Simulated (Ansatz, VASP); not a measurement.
## Two plane-wave programs on Cr

Contents of INCAR:

```
SYSTEM = Cr
PREC     = Accurate       ! precision mode
ENCUT    = 520            ! plane-wave cutoff, eV
EDIFF    = 1E-6           ! SCF threshold, eV
ISMEAR   = -1             ! smearing method
SIGMA    = 0.1            ! smearing width, eV
LREAL    = .False.        ! projectors in reciprocal space
LASPH    = .True.         ! aspherical terms in the spheres
NELM     = 80             ! most SCF steps
ALGO     = Normal         ! electronic algorithm
ISIF     = 2              ! what is computed and relaxed
LWAVE    = .False.        ! write WAVECAR
LCHARG   = .False.        ! write CHGCAR
GGA      = B5             ! functional
ALDAX    = 1.0          
AGGAX    = 1.0          
AGGAC    = 1.0          
ALDAC    = 0.0          
NBANDS   = 25             ! bands
```

Contents of KPOINTS:

```
Automatic mesh
0
Gamma
  10 10 15
  0 0 0
```

POSCAR

```
Cr
1.0
    4.2904483591      0.0000000000      0.0000000000
   -2.1452241795      3.7156372726      0.0000000000
    0.0000000000      0.0000000000      2.3063993473
Cr
3
Direct
    1.0000000000      0.0000000000      0.0000000000
    0.3333333333      0.6666666667      0.5000000000
    0.6666666667      0.3333333333      0.5000000000
```

Input for Ansatz:

```yaml
crystal:
  lattice:
    - [4.2904483591, 0.0, 0.0]
    - [-2.1452241795, 3.7156372726, 0.0]
    - [0.0, 0.0, 2.3063993473]
  atoms:
    - { symbol: Cr, position: [1.0, 0.0, 0.0] }
    - { symbol: Cr, position: [0.3333333333, 0.6666666667, 0.5] }
    - { symbol: Cr, position: [0.6666666667, 0.3333333333, 0.5] }
hamiltonian:
  xc: blyp
  pseudopotentials:
    kind: paw
    azcp:
      Cr: "pseudopotentials/Cr.paw.azcp"
basis:
  ecutwfc: 420
  fft_grid_basis: typed
kpoints:
  mp_grid: { grid: [10, 10, 15], shift: [0, 0, 0] }
magnetization:
  spin_polarized: false
scf:
  occupations: { method: fermi_dirac, width: 0.1 }
  lower_state_search: "off"
output:
  stress: true
  write_density: true
  write_potential: true
  elf: true
  volumetric_format: npy
```

Alike in both runs: task single point; functional BLYP; k mesh 10 × 10 × 15; occupations fermi-dirac, width 0.1 eV; no spin polarisation.

|  | VASP | Ansatz |
| --- | --- | --- |
| version | VASP 6.6.1 | Ansatz 0.2.0 |
| potentials or method | VASP PAW PBE potentials, release 64 (Cr_pv), cutoff 520 eV | plane waves (420 eV) with PAW, scalar-relativistic |
| valence electrons in the cell | 36 | 42 |

```tsv
	VASP	Ansatz	Ansatz less VASP
pressure (GPa)	0.0	0.1	+0.10
traceless stress, the component that is largest in VASP (GPa)	0.58	0.59	+0.003
```

VASP's potentials were made for PBE, not for BLYP. VASP's potentials hold 36 valence electrons a cell and Ansatz's 42, so a difference there can come from the potentials and not from the codes.
